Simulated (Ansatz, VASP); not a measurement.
# One calculation of Ti2O, two programs

The input INCAR:

```
SYSTEM = Ti2O
PREC = Accurate ; ENCUT = 520
EDIFF = 1E-6 ; ISMEAR = 0
SIGMA = 0.1 ; LREAL = .FALSE.
LASPH = .TRUE. ; NELM = 100
ALGO = Normal ; ISIF = 2
LWAVE = .FALSE. ; LCHARG = .FALSE.
GGA = PS ; NBANDS = 22
```

File KPOINTS:

```
regular mesh
0
G
  9 9 5
  0 0 0
```

Contents of POSCAR:

```
Ti2O
1.0
    2.9193980238      0.0000000000      0.0000000000
   -1.4596990119      2.5282728524      0.0000000000
    0.0000000000      0.0000000000      4.7130000000
Ti O
2 1
Direct
    0.6666666667      0.3333333333      0.2787400000
    0.3333333333      0.6666666667      0.7212600000
    0.0000000000      0.0000000000      0.0000000000
```

Input for Ansatz:

```yaml
crystal:
  lattice:
    - [2.9193980238, 0.0, 0.0]
    - [-1.4596990119, 2.5282728524, 0.0]
    - [0.0, 0.0, 4.713]
  atoms:
    - { symbol: Ti, position: [0.6666666667, 0.3333333333, 0.27874] }
    - { symbol: Ti, position: [0.3333333333, 0.6666666667, 0.72126] }
    - { symbol: O, position: [0.0, 0.0, 0.0] }
basis:
  ecutwfc: 420
kpoints:
  mp_grid: { grid: [9, 9, 5] }
hamiltonian:
  xc: pbesol
scf:
  occupations: { method: gaussian, width: 0.1 }
output:
  forces: true
  stress: true
  eigenvalues: true
```

Alike in both runs: task single point; functional PBEsol; k mesh 9 × 9 × 5; occupations gaussian, width 0.1 eV; no spin polarisation.

|  | VASP | Ansatz |
| --- | --- | --- |
| version | VASP 6.6.1 | Ansatz 0.2.0 |
| potentials or method | VASP PAW PBE potentials, release 64 (Ti_sv, O), cutoff 520 eV | scalar-relativistic, plane waves, PAW |
| valence electrons in the cell | 30 | 30 |

VASP gave:

* gap on the k mesh at the Fermi level (eV): none
* pressure (GPa): 4.6
* traceless stress, the component that is largest in VASP (GPa): 3.06
* rms of the force components (eV/Å): 0.613

Problem. Estimate Ansatz's values.

Solution. gap on the k mesh at the Fermi level (eV): none; pressure (GPa): 4.4; traceless stress, the component that is largest in VASP (GPa): 3.05; rms of the force components (eV/Å): 0.635.

VASP's potentials were made for PBE, not for PBEsol. Atom by atom the forces differ by 0.022 eV/Å (rms over components). A gap of «none» marks a metal or a gap that the smearing closes.
